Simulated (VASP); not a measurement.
# Nb3Sn (Pm-3m) in VASP: further runs

Nb3Sn is run at these levels: r2SCAN; tasks: relaxation of cell and atoms, single point.

Everything below comes from runs of VASP 6.6.1. Logs are shortened: lines on timing, memory, paths and dates and some standing lists are left out, and cuts for length are marked.

### Step 1. The cell of the first run

It takes space group Pm-3m (No. 221, cubic). Conventional cell: a = 4.178 Å, b = 4.178 Å, c = 4.178 Å, α = 90.00°, β = 90.00°, γ = 90.00°. Nb (site symmetry 4/mmm) has 8 Nb at 2.95 Å and 4 Sn at 2.95 Å within 3.9 Å. Within 3.9 Å of Sn (site symmetry m-3m) lie 12 Nb at 2.95 Å.

### Step 2. Relaxation of cell and atoms, r2SCAN

POSCAR reads:

```
Nb3Sn
1.0
    4.1778318120      0.0000000000      0.0000000000
    0.0000000000      4.1778318120      0.0000000000
    0.0000000000      0.0000000000      4.1778318120
Nb Sn
3 1
Direct
    0.0000000000      0.5000000000      0.5000000000
    0.5000000000      0.0000000000      0.5000000000
    0.5000000000      0.5000000000      0.0000000000
    0.0000000000      0.0000000000      0.0000000000
```

INCAR.step1 reads:

```
SYSTEM = Nb3Sn
PREC = Accurate
ENCUT = 600
ISMEAR = 0
SIGMA = 0.1
LREAL = .False.
LASPH = .True.
NELM = 100
GGA = PE
ALGO = Normal
EDIFF = 1E-4
LWAVE = .True.
LCHARG = .False.
```

INCAR.step2 reads:

```
SYSTEM = Nb3Sn
PREC = Accurate
ENCUT = 600
EDIFF = 1E-6
ISMEAR = 0
SIGMA = 0.1
LREAL = .False.
LASPH = .True.
NELM = 100
ALGO = Normal
ISIF = 3
LWAVE = .False.
LCHARG = .False.
METAGGA = R2SCAN
LMIXTAU = .True.
IBRION = 2
NSW = 90
EDIFFG = -0.04
ISTART = 1
```

KPOINTS reads:

```
Automatic mesh
0
Gamma
  4 4 4
  0 0 0
```

Potentials or basis: VASP PAW PBE potentials, release 64 (Nb_sv, Sn_d).

On the command line:

```bash
$ cat potpaw_PBE.64/Nb_sv/POTCAR potpaw_PBE.64/Sn_d/POTCAR > POTCAR
$ cp INCAR.step1 INCAR
$ mpirun -np 1 vasp_std > vasp.out
$ cp INCAR.step2 INCAR
$ mpirun -np 1 vasp_std > vasp.out
```

OUTCAR:

```text
SYSTEM = Nb3Sn
   PREC = Accurate
   ENCUT = 600
   EDIFF = 1E-6
   ISMEAR = 0
   LREAL = .False.
   LASPH = .True.
   NELM = 100
   ISIF = 3
   METAGGA = R2SCAN
   IBRION = 2
   NSW = 90
   EDIFFG = -0.04
   ISTART = 1

 ion  position               nearest neighbor table
   1  0.000  0.500  0.500-   2 2.95   3 2.95   4 2.95   3 2.95   4 2.95   2 2.95   4 2.95   4 2.95
                             2 2.95   3 2.95   3 2.95   2 2.95
   2  0.500  0.000  0.500-   1 2.95   3 2.95   4 2.95   3 2.95   4 2.95   1 2.95   3 2.95   3 2.95
                             1 2.95   4 2.95   4 2.95   1 2.95
   3  0.500  0.500  0.000-   1 2.95   2 2.95   4 2.95   1 2.95   2 2.95   2 2.95   4 2.95   2 2.95
                             1 2.95   4 2.95   1 2.95   4 2.95
   4  0.000  0.000  0.000-   1 2.95   2 2.95   3 2.95   1 2.95   2 2.95   1 2.95   3 2.95   1 2.95
                             2 2.95   3 2.95   2 2.95   3 2.95

  LATTYP: Found a simple cubic cell.
 ALAT       =     4.1778318120

  Lattice vectors:

 A1 = (   4.1778318120,   0.0000000000,   0.0000000000)
 A2 = (   0.0000000000,   4.1778318120,   0.0000000000)
 A3 = (   0.0000000000,   0.0000000000,   4.1778318120)

Analysis of symmetry for initial positions (statically):
=====================================================================
 Subroutine PRICEL returns:
 Original cell was already a primitive cell.

 Routine SETGRP: Setting up the symmetry group for a
 simple cubic supercell.

 Subroutine GETGRP returns: Found 48 space group operations
 (whereof 48 operations were pure point group operations)
 out of a pool of 48 trial point group operations.

The static configuration has the point symmetry O_h .

Analysis of symmetry for dynamics (positions and initial velocities):
=====================================================================
 Subroutine PRICEL returns:
 Original cell was already a primitive cell.

 Routine SETGRP: Setting up the symmetry group for a
 simple cubic supercell.

 Subroutine GETGRP returns: Found 48 space group operations
 (whereof 48 operations were pure point group operations)
 out of a pool of 48 trial point group operations.

The dynamic configuration has the point symmetry O_h .

 Subroutine INISYM returns: Found 48 space group operations
 (whereof 48 operations are pure point group operations),
 and found     1 'primitive' translations

----------------------------------------------------------------------------------------

                                     Primitive cell

  volume of cell :      72.9210

  direct lattice vectors                    reciprocal lattice vectors
     4.177831812  0.000000000  0.000000000     0.239358606  0.000000000  0.000000000
     0.000000000  4.177831812  0.000000000     0.000000000  0.239358606  0.000000000
     0.000000000  0.000000000  4.177831812     0.000000000  0.000000000  0.239358606

  length of vectors
     4.177831812  4.177831812  4.177831812     0.239358606  0.239358606  0.239358606

  position of ions in fractional coordinates (direct lattice)
     0.000000000  0.500000000  0.500000000
     0.500000000  0.000000000  0.500000000
     0.500000000  0.500000000  0.000000000
     0.000000000  0.000000000  0.000000000

  ion indices of the primitive-cell ions
   primitive index   ion index
                 1           1
                 2           2
                 3           3
                 4           4

----------------------------------------------------------------------------------------

 KPOINTS: Automatic mesh

Automatic generation of k-mesh.
 Grid dimensions read from file:
 generate k-points for:    4    4    4

 Generating k-lattice:

  Cartesian coordinates                     Fractional coordinates (reciprocal lattice)
     0.059839652  0.000000000  0.000000000     0.250000000  0.000000000  0.000000000
     0.000000000  0.059839652  0.000000000     0.000000000  0.250000000  0.000000000
     0.000000000  0.000000000  0.059839652     0.000000000  0.000000000  0.250000000

  Length of vectors
     0.059839652  0.059839652  0.059839652

  Shift w.r.t. Gamma in fractional coordinates (k-lattice)
     0.000000000  0.000000000  0.000000000

 Subroutine IBZKPT returns following result:
 ===========================================

 Found     10 irreducible k-points:

 Following reciprocal coordinates:
            Coordinates               Weight
  0.000000  0.000000  0.000000      1.000000
  0.250000  0.000000  0.000000      6.000000
  0.500000  0.000000  0.000000      3.000000
  0.250000  0.250000  0.000000     12.000000
  0.500000  0.250000  0.000000     12.000000
  0.500000  0.500000  0.000000      3.000000
  0.250000  0.250000  0.250000      8.000000
  0.500000  0.250000  0.250000     12.000000
  0.500000  0.500000  0.250000      6.000000
  0.500000  0.500000  0.500000      1.000000
   k-points           NKPTS =     10   k-points in BZ     NKDIM =     10   number of bands    NBANDS=     31
   number of dos      NEDOS =    301   number of ions     NIONS =      4
   total plane-waves  NPLWV =  46656
   dimension x,y,z NGX =    36 NGY =   36 NGZ =   36
   dimension x,y,z NGXF=    72 NGYF=   72 NGZF=   72
   ions per type =               3   1
   NGX,Y,Z   is equivalent  to a cutoff of  14.33, 14.33, 14.33 a.u.
   NGXF,Y,Z  is equivalent  to a cutoff of  28.65, 28.65, 28.65 a.u.
 SYSTEM =  Nb3Sn
   PREC   = accura    normal or accurate (medium, high low for compatibility)
   ISTART =      1    job   : 0-new  1-cont  2-samecut
   ICHARG =      0    charge: 1-file 2-atom 10-const
   ISPIN  =      1    spin polarized calculation?
   LNONCOLLINEAR =      F non collinear calculations
   LSORBIT =      F    spin-orbit coupling
   LASPH  =      T    aspherical Exc in radial PAW
   ENCUT  =  600.0 eV  44.10 Ry    6.64 a.u.   8.34  8.34  8.34*2*pi/ulx,y,z
   NELM   =    100;   NELMIN=  2; NELMDL=  0     # of ELM steps
   EDIFF  = 0.1E-05   stopping-criterion for ELM
   LREAL  =      F    real-space projection
   EDIFFG = -.4E-01   stopping-criterion for IOM
   NSW    =     90    number of steps for IOM
   IBRION =      2    ionic relax: 0-MD 1-quasi-New 2-CG
   NFREE  =      1    steps in history (QN), initial steepest desc. (CG)
   ISIF   =      3    stress and relaxation
   ISYM   =      2    0-nonsym 1-usesym 2-fastsym
   POTIM  = 0.5000    time-step for ionic-motion
   TEBEG  =    0.0;   TEEND  =   0.0 temperature during run
   PSTRESS=    0.0 pullay stress
   NELECT =      53.0000    total number of electrons
   NUPDOWN=      -1.0000    fix difference up-down
   EMIN   =  10.00;   EMAX   =-10.00  energy-range for DOS
   EFERMI =   0.00;   METHOD = LEGACY
   ISMEAR =     0;   SIGMA  =   0.10  broadening in eV -4-tet -1-fermi 0-gaus
   EFERMI_NEDOS =   21; number of points for ismear=-14 and -15
   IALGO  =     38    algorithm
   IMIX   =      4    mixing-type and parameters
     AMIX     =   0.40;   BMIX     =  1.00
     AMIX_MAG =   1.60;   BMIX_MAG =  1.00
  volume/ion in A,a.u.               =      18.23       123.02
  Fermi-wavevector in a.u.,A,eV,Ry     =   1.471914  2.781515 29.477450  2.166531
  Thomas-Fermi vector in A             =   2.586992
   LORBIT       =      0    0 simple, 1 ext, 2 COOP (PROOUT), +10 PAW based schemes
   METAGGA = R2SCAN    functional components
   LHFCALC =     F    Hartree Fock is set to
   AEXX    =    0.0000 exact exchange contribution
   IVDW    =     0    specifies the selected vdW correction
   LEPSILON=     F    determine dielectric tensor
   LRPA    =     F    only Hartree local field effects (RPA)
 conjugate gradient relaxation of ions
 non-spin polarized calculation
 Gauss-broadening in eV      SIGMA  =   0.10
  energy-cutoff  :      600.00
  volume of cell :       72.92
 maximum number of plane-waves:      2469
 NGX is ok and might be reduce to    36
   NGX = 17   NGY = 17   NGZ = 17

--------------------------------------- Ionic step        1  -------------------------------------------

 number of electron      52.9999995 magnetization

 Free energy of the ion-electron system (eV)
  ---------------------------------------------------
  ext. energy  EPLUGINS =         0.00000000
  ---------------------------------------------------
  free energy    TOTEN  =       -99.68003446 eV

  energy without entropy =      -99.64645956  energy(sigma->0) =      -99.66324701

------------------------ aborting loop because EDIFF is reached ----------------------------------------

  FORCE on cell =-STRESS in cart. coord.  units (eV):
  Direction    XX          YY          ZZ          XY          YZ          ZX
  --------------------------------------------------------------------------------------
  -------------------------------------------------------------------------------------
  Total        2.3408400      2.3408400      2.3408400      0.0000000     -0.0000000      0.0000000
  in kB       51.4315312     51.4315312     51.4315312      0.0000000     -0.0000000      0.0000000
  external PRESSURE =      51.4315312 kB  Pullay stress =       0.0000000 kB
[... 61 lines left out ...]
  energy  without entropy=      -99.5666204605  energy(sigma->0) =      -99.58401223

--------------------------------------- Ionic step        3  -------------------------------------------

 number of electron      53.0000001 magnetization

 Free energy of the ion-electron system (eV)
  ---------------------------------------------------
  ext. energy  EPLUGINS =         0.00000000
  ---------------------------------------------------
  free energy    TOTEN  =       -99.71351474 eV

  energy without entropy =      -99.67971399  energy(sigma->0) =      -99.69661436

 E-fermi :  11.3411     XC(G=0): -13.3822

 val. band max:       11.3155003837   @ k =   0.2500   0.2500   0.0000
 cond. band min:      11.3527372555   @ k =   0.5000   0.5000   0.2500
 fundamental gap:      0.0372368718
 Fermi energy:        11.3410882646

 k-point     1 :       0.0000    0.0000    0.0000
  band No.  band energies     occupation
      1     -45.1896      2.00000
      2     -44.9760      2.00000
      3     -44.9760      2.00000
      4     -20.8801      2.00000
      5     -20.8801      2.00000
      6     -20.8801      2.00000
[... 360 lines left out ...]
  FREE ENERGIE OF THE ION-ELECTRON SYSTEM (eV)
  ---------------------------------------------------
  free  energy   TOTEN  =       -99.7135147379 eV

  energy  without entropy=      -99.6797139916  energy(sigma->0) =      -99.69661436

 reached required accuracy - stopping structural energy minimisation
```

It took 5.1 min on 1 thread of AMD EPYC 7R13 (Zen 3), shared host; peak memory 0.21 GiB.

What came out:

```
Free energy                           : -99.7135 eV
Relaxed volume                        : 18.78 Å³/atom
Relaxed cell                          : a = 4.219 Å, b = 4.219 Å, c = 4.219 Å, α = 90.00°, β = 90.00°, γ = 90.00°
Space group after relaxing (to 0.1 Å) : Pm-3m (No. 221)
Energy gained by relaxing             : 8.4 meV/atom
Ionic steps                           : 3
Pressure after relaxing               : -0.1 GPa
Band gap on the k mesh                : zero (an odd number of electrons rules out a gap without spin polarisation)
```

The path:
| step | energy change (eV) | largest force (eV/Å) | pressure (GPa) | volume (Å³) |
| --- | --- | --- | --- | --- |
| 1 | 0.0000 | 0.0000 | 5.14 | 72.92 |
| 2 | 0.0786 | 0.0000 | -8.15 | 79.27 |
| 3 | -0.0335 | 0.0000 | -0.09 | 75.10 |

Final structure:
```
Nb Sn
1.0
     4.21906    0.00000    0.00000
     0.00000    4.21906    0.00000
     0.00000    0.00000    4.21906
Nb Sn
3 1
Direct
  0.00000 0.50000 0.50000
  0.50000 0.00000 0.50000
  0.50000 0.50000 0.00000
  0.00000 0.00000 0.00000
```

Caveat: the k points lie up to 0.37 Å⁻¹ apart in the final cell, too coarse for converged energies and pressures of a metal; the PAW data sets were made with another functional, which shifts forces and pressure a little; spin-orbit coupling is left out, which moves the levels of the heavy elements.

### Step 3. Single point, r2SCAN

This run uses another cell than the first one, of 18.70 Å³/atom.

POSCAR reads:

```
Nb3Sn
1.0
    4.2136968651      0.0000000000      0.0000000000
    0.0000000000      4.2136968651      0.0000000000
    0.0000000000      0.0000000000      4.2136968651
Nb Sn
3 1
Direct
    0.0000000000      0.5000000000      0.5000000000
    0.5000000000      0.0000000000      0.5000000000
    0.5000000000      0.5000000000      0.0000000000
    0.0000000000      0.0000000000      0.0000000000
```

INCAR.step1 reads:

```
SYSTEM = Nb3Sn
PREC = Accurate ; ENCUT = 520
ISMEAR = 0 ; SIGMA = 0.1
LREAL = .False. ; LASPH = .True.
NELM = 60 ; NBANDS = 34
GGA = PE ; ALGO = Normal
EDIFF = 1E-4 ; LWAVE = .True.
LCHARG = .False.
```

INCAR.step2 reads:

```
SYSTEM = Nb3Sn
PREC = Accurate ; ENCUT = 520
EDIFF = 1E-7 ; ISMEAR = 0
SIGMA = 0.1 ; LREAL = .False.
LASPH = .True. ; NELM = 60
ALGO = Normal ; ISIF = 2
LWAVE = .False. ; LCHARG = .True.
METAGGA = R2SCAN ; LMIXTAU = .True.
LELF = .True. ; LVHAR = .True.
NBANDS = 34 ; ISTART = 1
```

KPOINTS reads:

```
regular mesh
0
Gamma
  12 12 12
  0 0 0
```

Potentials or basis: VASP PAW PBE potentials, release 64 (Nb_sv, Sn_d).

On the command line:

```bash
$ cat potpaw_PBE.64/Nb_sv/POTCAR potpaw_PBE.64/Sn_d/POTCAR > POTCAR
$ cp INCAR.step1 INCAR
$ mpirun -np 1 vasp_std > vasp.out
$ cp INCAR.step2 INCAR
$ mpirun -np 1 vasp_std > vasp.out
```

Wall time 8 min (1 thread of AMD EPYC 7R13 (Zen 3), shared host); peak memory 0.28 GiB.

Results (log left out):

```yaml
Free_energy: -99.8056 eV
Pressure: -0.1 GPa
Band_gap_on_the_k_mesh: zero (an odd number of electrons rules out a gap without spin polarisation)
```

Levels at points of the mesh, in eV from the Fermi level:
| k point | band 24 | band 25 | band 26 | band 27 | band 28 | band 29 | band 30 | band 31 |
| --- | --- | --- | --- | --- | --- | --- | --- | --- |
| (0.00, 0.00, 0.00) | -2.52 | -0.09 | -0.09 | -0.09 | 1.77 | 1.77 | 1.77 | 3.90 |
| (0.50, 0.00, 0.00) | -1.09 | -0.01 | -0.01 | 0.22 | 0.64 | 1.59 | 1.69 | 1.69 |
| (0.50, 0.50, 0.00) | -1.32 | -1.24 | 0.10 | 0.10 | 1.35 | 1.46 | 1.50 | 1.50 |
| (0.50, 0.50, 0.50) | -2.17 | -0.09 | -0.09 | -0.09 | 1.55 | 1.76 | 1.76 | 1.76 |

Caveat: the PAW data sets were made with another functional, which shifts forces and pressure a little; spin-orbit coupling is left out, which moves the levels of the heavy elements.
